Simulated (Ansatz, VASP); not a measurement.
# Al3Cu: VASP beside Ansatz

```xyz
4
Lattice="3.8549 0.0000 0.0000 0.0000 3.8549 0.0000 0.0000 0.0000 3.8549" Properties=species:S:1:pos:R:3 pbc="T T T"
Al    0.0000    1.9274    1.9274
Al    1.9274    0.0000    1.9274
Al    1.9274    1.9274    0.0000
Cu    0.0000    0.0000    0.0000
```

Alike in both runs: functional LDA; k mesh 12 × 12 × 12; occupations gaussian, width 0.1 eV; no spin polarisation.

Ansatz relaxed the structure, and its values are those at the end. VASP's run is a single point on that final structure, the one shown.

|  | VASP | Ansatz |
| --- | --- | --- |
| version | VASP 6.6.1 | Ansatz 0.2.0 |
| potentials or method | VASP PAW LDA potentials, release 64 (Al, Cu), cutoff 520 eV | scalar-relativistic, plane waves, PAW |
| valence electrons in the cell | 20 | 28 |

|  | VASP | Ansatz | Ansatz less VASP |
| --- | --- | --- | --- |
| gap on the k mesh at the Fermi level (eV) | none | none | - |
| pressure (GPa) | 0.2 | 0.0 | -0.21 |

Ansatz warns that its potentials were made for another functional, while VASP's fit it. LDA's correlation is that of Perdew and Zunger in VASP and of Perdew and Wang (1992) in Ansatz. A gap of «none» marks a metal or a gap that the smearing closes. VASP's potentials hold 20 valence electrons a cell and Ansatz's 28, so a difference there can come from the potentials and not from the codes.
